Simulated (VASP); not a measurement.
# Hf in VASP: notebook

The runs below take Hf through single point, with PBEsol.

All numbers are computed with VASP 6.6.1; they aren't measurements. Logs are shortened: lines on timing, memory, paths and dates and some standing lists are left out, and cuts for length are marked.

## Step 1: The cell of the first run

Symmetry: Im-3m, No. 229, cubic system. Conventional cell: a = 3.502 Å, b = 3.502 Å, c = 3.502 Å, α = 90.00°, β = 90.00°, γ = 90.00°. Hf (site symmetry m-3m) has 14 Hf at 3.03 to 3.50 Å within 4.0 Å.

## Step 2: Single point, PBEsol (strain -0.030 along x and y, -0.030 along z)

INCAR reads:

```
PREC = Accurate
ENCUT = 520
EDIFF = 1E-7
ISMEAR = 0
SIGMA = 0.15
LREAL = False
LASPH = True
NELM = 60
ALGO = Normal
ISIF = 2
LWAVE = False
LCHARG = False
GGA = PS
NBANDS = 11
```

KPOINTS reads:

```
Automatic mesh
0
Gamma
  18 18 18
```

POSCAR reads:

```
Hf
1.0
   -1.7508500000      1.7508500000      1.7508500000
    1.7508500000     -1.7508500000      1.7508500000
    1.7508500000      1.7508500000     -1.7508500000
Hf
1
Direct
    0.0000000000      0.0000000000      0.0000000000
```

Potentials or basis: VASP PAW PBE potentials, release 64 (Hf_pv).

The run is started by

```console
cat potpaw_PBE.64/Hf_pv/POTCAR > POTCAR
mpirun -np 1 vasp_std > vasp.out
```

OUTCAR:

```text
PREC = Accurate
   ENCUT = 520
   EDIFF = 1E-7
   ISMEAR = 0
   LREAL = False
   LASPH = True
   NELM = 60
   ISIF = 2
   GGA = PS

 ion  position               nearest neighbor table
   1  0.000  0.000  0.000-

  LATTYP: Found a body centered cubic cell.
 ALAT       =     3.5017000000

  Lattice vectors:

 A1 = (  -1.7508500000,   1.7508500000,   1.7508500000)
 A2 = (   1.7508500000,  -1.7508500000,   1.7508500000)
 A3 = (   1.7508500000,   1.7508500000,  -1.7508500000)

Analysis of symmetry for initial positions (statically):
=====================================================================
 Subroutine PRICEL returns:
 Original cell was already a primitive cell.

 Routine SETGRP: Setting up the symmetry group for a
 body centered cubic supercell.

 Subroutine GETGRP returns: Found 48 space group operations
 (whereof 48 operations were pure point group operations)
 out of a pool of 48 trial point group operations.

The static configuration has the point symmetry O_h .

Analysis of symmetry for dynamics (positions and initial velocities):
=====================================================================
 Subroutine PRICEL returns:
 Original cell was already a primitive cell.

 Routine SETGRP: Setting up the symmetry group for a
 body centered cubic supercell.

 Subroutine GETGRP returns: Found 48 space group operations
 (whereof 48 operations were pure point group operations)
 out of a pool of 48 trial point group operations.

The dynamic configuration has the point symmetry O_h .

 Subroutine INISYM returns: Found 48 space group operations
 (whereof 48 operations are pure point group operations),
 and found     1 'primitive' translations

----------------------------------------------------------------------------------------

                                     Primitive cell

  volume of cell :      21.4688

  direct lattice vectors                    reciprocal lattice vectors
    -1.750850000  1.750850000  1.750850000     0.000000000  0.285575578  0.285575578
     1.750850000 -1.750850000  1.750850000     0.285575578  0.000000000  0.285575578
     1.750850000  1.750850000 -1.750850000     0.285575578  0.285575578  0.000000000

  length of vectors
     3.032561156  3.032561156  3.032561156     0.403864855  0.403864855  0.403864855

  position of ions in fractional coordinates (direct lattice)
     0.000000000  0.000000000  0.000000000

  ion indices of the primitive-cell ions
   primitive index   ion index
                 1           1

----------------------------------------------------------------------------------------

 KPOINTS: Automatic mesh

Automatic generation of k-mesh.
 Grid dimensions read from file:
 generate k-points for:   18   18   18

 Generating k-lattice:

  Cartesian coordinates                     Fractional coordinates (reciprocal lattice)
     0.000000000  0.015865310  0.015865310     0.055555556  0.000000000  0.000000000
     0.015865310  0.000000000  0.015865310     0.000000000  0.055555556  0.000000000
     0.015865310  0.015865310  0.000000000     0.000000000  0.000000000  0.055555556

  Length of vectors
     0.022436936  0.022436936  0.022436936

  Shift w.r.t. Gamma in fractional coordinates (k-lattice)
     0.000000000  0.000000000  0.000000000

 Subroutine IBZKPT returns following result:
 ===========================================

 Found    195 irreducible k-points:

 Following reciprocal coordinates:
            Coordinates               Weight
  0.000000  0.000000  0.000000      1.000000
  0.055556  0.000000  0.000000     12.000000
  0.111111  0.000000  0.000000     12.000000
  0.166667  0.000000  0.000000     12.000000
  0.222222  0.000000  0.000000     12.000000
  0.277778  0.000000  0.000000     12.000000
[... 16 lines left out ...]
  0.333333  0.111111  0.000000     48.000000
  0.388889  0.111111  0.000000     48.000000
 [... further k-points ...]
   k-points           NKPTS =    195   k-points in BZ     NKDIM =    195   number of bands    NBANDS=     11
   number of dos      NEDOS =    301   number of ions     NIONS =      1
   total plane-waves  NPLWV =  13824
   dimension x,y,z NGX =    24 NGY =   24 NGZ =   24
   dimension x,y,z NGXF=    48 NGYF=   48 NGZF=   48
   ions per type =               1
   NGX,Y,Z   is equivalent  to a cutoff of  13.16, 13.16, 13.16 a.u.
   NGXF,Y,Z  is equivalent  to a cutoff of  26.31, 26.31, 26.31 a.u.
 SYSTEM =  unknown system
   PREC   = accura    normal or accurate (medium, high low for compatibility)
   ISTART =      0    job   : 0-new  1-cont  2-samecut
   ICHARG =      2    charge: 1-file 2-atom 10-const
   ISPIN  =      1    spin polarized calculation?
   LNONCOLLINEAR =      F non collinear calculations
   LSORBIT =      F    spin-orbit coupling
   LASPH  =      T    aspherical Exc in radial PAW
   ENCUT  =  520.0 eV  38.22 Ry    6.18 a.u.   5.64  5.64  5.64*2*pi/ulx,y,z
   NELM   =     60;   NELMIN=  2; NELMDL= -5     # of ELM steps
   EDIFF  = 0.1E-06   stopping-criterion for ELM
   LREAL  =      F    real-space projection
   EDIFFG = 0.1E-05   stopping-criterion for IOM
   NSW    =      0    number of steps for IOM
   IBRION =     -1    ionic relax: 0-MD 1-quasi-New 2-CG
   NFREE  =      0    steps in history (QN), initial steepest desc. (CG)
   ISIF   =      2    stress and relaxation
   ISYM   =      2    0-nonsym 1-usesym 2-fastsym
   POTIM  = 0.5000    time-step for ionic-motion
   TEBEG  =    0.0;   TEEND  =   0.0 temperature during run
   PSTRESS=    0.0 pullay stress
   NELECT =      10.0000    total number of electrons
   NUPDOWN=      -1.0000    fix difference up-down
   EMIN   =  10.00;   EMAX   =-10.00  energy-range for DOS
   EFERMI =   0.00;   METHOD = LEGACY
   ISMEAR =     0;   SIGMA  =   0.15  broadening in eV -4-tet -1-fermi 0-gaus
   EFERMI_NEDOS =   21; number of points for ismear=-14 and -15
   IALGO  =     38    algorithm
   IMIX   =      4    mixing-type and parameters
     AMIX     =   0.40;   BMIX     =  1.00
     AMIX_MAG =   1.60;   BMIX_MAG =  1.00
  volume/ion in A,a.u.               =      21.47       144.88
  Fermi-wavevector in a.u.,A,eV,Ry     =   1.269032  2.398123 21.911395  1.610442
  Thomas-Fermi vector in A             =   2.402095
   LORBIT       =      0    0 simple, 1 ext, 2 COOP (PROOUT), +10 PAW based schemes
   GGA     = PS    functional components
   LHFCALC =     F    Hartree Fock is set to
   AEXX    =    0.0000 exact exchange contribution
   IVDW    =     0    specifies the selected vdW correction
   LEPSILON=     F    determine dielectric tensor
   LRPA    =     F    only Hartree local field effects (RPA)
 non-spin polarized calculation
 Gauss-broadening in eV      SIGMA  =   0.15
  energy-cutoff  :      520.00
  volume of cell :       21.47
 maximum number of plane-waves:       603
   NGX = 11   NGY = 11   NGZ = 11

 number of electron      10.0000000 magnetization

 number of electron       9.9999998 magnetization

 Free energy of the ion-electron system (eV)
  ---------------------------------------------------
  ext. energy  EPLUGINS =         0.00000000
  ---------------------------------------------------
  free energy    TOTEN  =       -10.34323023 eV

  energy without entropy =      -10.32272907  energy(sigma->0) =      -10.33297965

 E-fermi :   4.6844     XC(G=0): -11.5800

 val. band max:        4.6838316313   @ k =   0.2778   0.0556   0.0000
 cond. band min:       4.6977284679   @ k =   0.2778   0.2222   0.0000
 fundamental gap:      0.0138968366
 Fermi energy:         4.6843944947

 k-point     1 :       0.0000    0.0000    0.0000
  band No.  band energies     occupation
      1     -24.9239      2.00000
      2     -24.9239      2.00000
      3     -24.9239      2.00000
      4      -2.4811      2.00000
      5       6.2361      0.00000
      6       6.2361      0.00000
      7       6.2361      0.00000
      8       9.1518      0.00000
      9       9.1518      0.00000
     10      18.0997      0.00000
     11      18.2137      0.00000

 k-point     2 :       0.0556    0.0000    0.0000
  band No.  band energies     occupation
      1     -24.9548      2.00000
      2     -24.9334      2.00000
      3     -24.9241      2.00000
      4      -2.3603      2.00000
      5       6.1497      0.00000
      6       6.2049      0.00000
      7       6.3550      0.00000
      8       9.0054      0.00000
      9       9.1494      0.00000
     10      18.0947      0.00000
     11      18.3330      0.00000

 k-point     3 :       0.1111    0.0000    0.0000
  band No.  band energies     occupation
      1     -25.0428      2.00000
      2     -24.9606      2.00000
      3     -24.9246      2.00000
      4      -2.0087      2.00000
      5       5.9128      0.00000
      6       6.0767      0.00000
      7       6.7086      0.00000
      8       8.7082      0.00000
      9       9.1507      0.00000
     10      18.0938      0.00000
     11      18.6361      0.00000

 k-point     4 :       0.1667    0.0000    0.0000
  band No.  band energies     occupation
      1     -25.1749      2.00000
      2     -25.0020      2.00000
      3     -24.9253      2.00000
      4      -1.4594      2.00000
      5       5.5793      0.00000
      6       5.7961      0.00000
      7       7.2872      0.00000
      8       8.5191      0.00000
      9       9.1764      0.00000
     10      18.0919      0.00000
     11      18.9105      0.00000
[... 239 lines left out ...]
 k-point    22 :       0.2778    0.1111    0.0000
  band No.  band energies     occupation
      1     -25.6448      2.00000
      2     -25.1733      2.00000
      3     -24.9678      2.00000
      4       0.9030      2.00000
      5       4.4861      1.93849
      6       4.8104      0.23496
      7       8.6115      0.00000
      8       9.8442      0.00000
      9      10.5669      0.00000
     10      16.8701      0.00000
     11      18.0415      0.00000

 k-point    23 :       0.3333    0.1111    0.0000
  band No.  band energies     occupation
      1     -25.7454      2.00000
      2     -25.2221      2.00000
      3     -24.9697      2.00000
      4       1.3214      2.00000
      5       4.3039      1.99967
      6       4.9852      0.00457
      7       8.8233      0.00000
      8       9.9475      0.00000
      9      11.6745      0.00000
     10      15.9182      0.00000
     11      17.0915      0.00000

 k-point    24 :       0.3889    0.1111    0.0000
  band No.  band energies     occupation
      1     -25.8100      2.00000
      2     -25.2540      2.00000
      3     -24.9708      2.00000
      4       1.4999      2.00000
      5       4.1881      2.00000
      6       5.3487      0.00000
      7       8.8610      0.00000
      8      10.0991      0.00000
      9      12.6189      0.00000
     10      15.1195      0.00000
     11      16.4061      0.00000

 [... further k-points ...]

------------------------ aborting loop because EDIFF is reached ----------------------------------------

  FORCE on cell =-STRESS in cart. coord.  units (eV):
  Direction    XX          YY          ZZ          XY          YZ          ZX
  --------------------------------------------------------------------------------------
  -------------------------------------------------------------------------------------
  Total       -0.1588823     -0.1588823     -0.1588823      0.0000000      0.0000000     -0.0000000
  in kB      -11.8571222    -11.8571222    -11.8571222      0.0000000      0.0000000     -0.0000000
  external PRESSURE =     -11.8571222 kB  Pullay stress =       0.0000000 kB

 VOLUME and BASIS-vectors are now :
 -----------------------------------------------------------------------------
  energy-cutoff  :      520.00
  volume of cell :       21.47
      direct lattice vectors                 reciprocal lattice vectors
    -1.750850000  1.750850000  1.750850000     0.000000000  0.285575578  0.285575578
     1.750850000 -1.750850000  1.750850000     0.285575578  0.000000000  0.285575578
     1.750850000  1.750850000 -1.750850000     0.285575578  0.285575578  0.000000000

 POSITION                                       TOTAL-FORCE (eV/Angst)
 -----------------------------------------------------------------------------------
      0.00000      0.00000      0.00000         0.000000      0.000000      0.000000
 -----------------------------------------------------------------------------------
    total drift:                                0.000000      0.000000      0.000000

  FREE ENERGIE OF THE ION-ELECTRON SYSTEM (eV)
  ---------------------------------------------------
  free  energy   TOTEN  =       -10.3432302342 eV

  energy  without entropy=      -10.3227290656  energy(sigma->0) =      -10.33297965
```

It took 11 s on 1 thread of Intel Xeon 6975P-C (Granite Rapids), shared host; peak memory 0.17 GiB.

What came out:

| Item | Value |
| --- | --- |
| Free energy | -10.3432 eV |
| Pressure | -1.2 GPa |
| Band gap on the k mesh | zero (band 5 reaches 6.24 eV, above the bottom of band 6 at 4.00 eV) |

Levels at points of the mesh, in eV from the Fermi level:
```csv
k point,band 2,band 3,band 4,band 5,band 6,band 7,band 8,band 9
"(0.00, 0.00, 0.00)",-29.61,-29.61,-7.17,1.55,1.55,1.55,4.47,4.47
"(0.50, 0.00, 0.00)",-29.91,-29.61,-3.50,-0.57,1.27,4.31,5.36,8.00
"(0.50, 0.50, 0.50)",-30.27,-30.27,-2.74,-2.74,7.11,7.11,7.11,7.57
```

Caveat: the cell differs from its parent crystal (strain -0.030 along x and y, -0.030 along z); the PAW data sets were made with another functional, which shifts forces and pressure a little; spin-orbit coupling is left out, which moves the levels of the heavy elements.

## Step 3: Single point, PBEsol (strain -0.030 along x and y, +0.000 along z)

INCAR reads:

```
SYSTEM = Hf
PREC = Accurate ; ENCUT = 520
EDIFF = 1E-7 ; ISMEAR = 0
SIGMA = 0.15 ; LREAL = .FALSE.
LASPH = .TRUE. ; NELM = 100
ALGO = Normal ; ISIF = 2
LWAVE = .FALSE. ; LCHARG = .FALSE.
GGA = PS ; NBANDS = 11
```

KPOINTS reads:

```
regular mesh
0
G
  18 18 18
  0 0 0
```

POSCAR reads:

```
Hf
1.0
   -1.7508500000      1.7508500000      1.8050000000
    1.7508500000     -1.7508500000      1.8050000000
    1.7508500000      1.7508500000     -1.8050000000
Hf
1
Direct
    0.0000000000      0.0000000000      0.0000000000
```

Potentials or basis: VASP PAW PBE potentials, release 64 (Hf_pv).

The run is started by

```console
cat potpaw_PBE.64/Hf_pv/POTCAR > POTCAR
mpirun -np 1 vasp_std > vasp.out
```

OUTCAR:

```text
SYSTEM = Hf
   PREC = Accurate
   ENCUT = 520
   EDIFF = 1E-7
   ISMEAR = 0
   LREAL = .FALSE.
   LASPH = .TRUE.
   NELM = 100
   ISIF = 2
   GGA = PS

 ion  position               nearest neighbor table
   1  0.000  0.000  0.000-

  LATTYP: Found a body centered tetragonal cell.
 ALAT       =     3.5017000000
 C/A-ratio  =     1.0309278351

  Lattice vectors:

 A1 = (  -1.7508500000,   1.7508500000,   1.8050000000)
 A2 = (   1.7508500000,  -1.7508500000,   1.8050000000)
 A3 = (   1.7508500000,   1.7508500000,  -1.8050000000)
[... 506 lines left out ...]
      3     -25.2626      2.00000
      4      -1.2045      2.00000
      5       5.2289      0.00000
      6       5.3016      0.00000
      7       7.5020      0.00000
      8       8.0309      0.00000
      9       9.0144      0.00000
     10      17.7684      0.00000
     11      18.5661      0.00000

 [... further k-points ...]
[... 5 lines left out ...]
  --------------------------------------------------------------------------------------
  -------------------------------------------------------------------------------------
  Total       -0.6315680     -0.6315680     -0.4670928      0.0000000     -0.0000000      0.0000000
  in kB      -45.7188848    -45.7188848    -33.8126061      0.0000000     -0.0000000      0.0000000
  external PRESSURE =     -41.7501252 kB  Pullay stress =       0.0000000 kB

 VOLUME and BASIS-vectors are now :
 -----------------------------------------------------------------------------
  energy-cutoff  :      520.00
  volume of cell :       22.13
      direct lattice vectors                 reciprocal lattice vectors
    -1.750850000  1.750850000  1.805000000     0.000000000  0.285575578  0.277008310
     1.750850000 -1.750850000  1.805000000     0.285575578  0.000000000  0.277008310
     1.750850000  1.750850000 -1.805000000     0.285575578  0.285575578  0.000000000

 POSITION                                       TOTAL-FORCE (eV/Angst)
 -----------------------------------------------------------------------------------
      0.00000      0.00000      0.00000         0.000000     -0.000000     -0.000000
 -----------------------------------------------------------------------------------
    total drift:                               -0.000000      0.000000     -0.000000

  FREE ENERGIE OF THE ION-ELECTRON SYSTEM (eV)
  ---------------------------------------------------
  free  energy   TOTEN  =       -10.3337808188 eV

  energy  without entropy=      -10.3124008417  energy(sigma->0) =      -10.32309083
```

Wall time 26 s (1 thread of Intel Xeon 6975P-C (Granite Rapids), shared host); peak memory 0.23 GiB.

Results:

```
Free energy            : -10.3338 eV
Pressure               : -4.2 GPa
Band gap on the k mesh : zero (band 5 reaches 5.93 eV, above the bottom of band 6 at 3.79 eV)
```

Stress tensor (GPa, compression positive):
```
-4.57  0.00  0.00
 0.00 -4.57  0.00
 0.00  0.00 -3.38
```

Levels at points of the mesh, in eV from the Fermi level:
| k point | band 3 | band 4 | band 5 | band 6 | band 7 | band 8 |
| --- | --- | --- | --- | --- | --- | --- |
| (0.00, 0.00, 0.00) | -29.74 | -7.08 | 1.42 | 1.42 | 1.75 | 4.11 |
| (0.50, 0.00, 0.00) | -29.74 | -3.43 | -0.40 | 1.08 | 3.97 | 5.17 |
| (0.50, 0.50, 0.00) | -29.75 | -3.38 | -0.75 | 1.26 | 4.47 | 5.35 |
| (0.50, 0.50, 0.50) | -30.32 | -2.66 | -2.57 | 6.80 | 6.85 | 6.91 |

Caveat: the cell differs from its parent crystal (strain -0.030 along x and y, +0.000 along z); the PAW data sets were made with another functional, which shifts forces and pressure a little; spin-orbit coupling is left out, which moves the levels of the heavy elements.
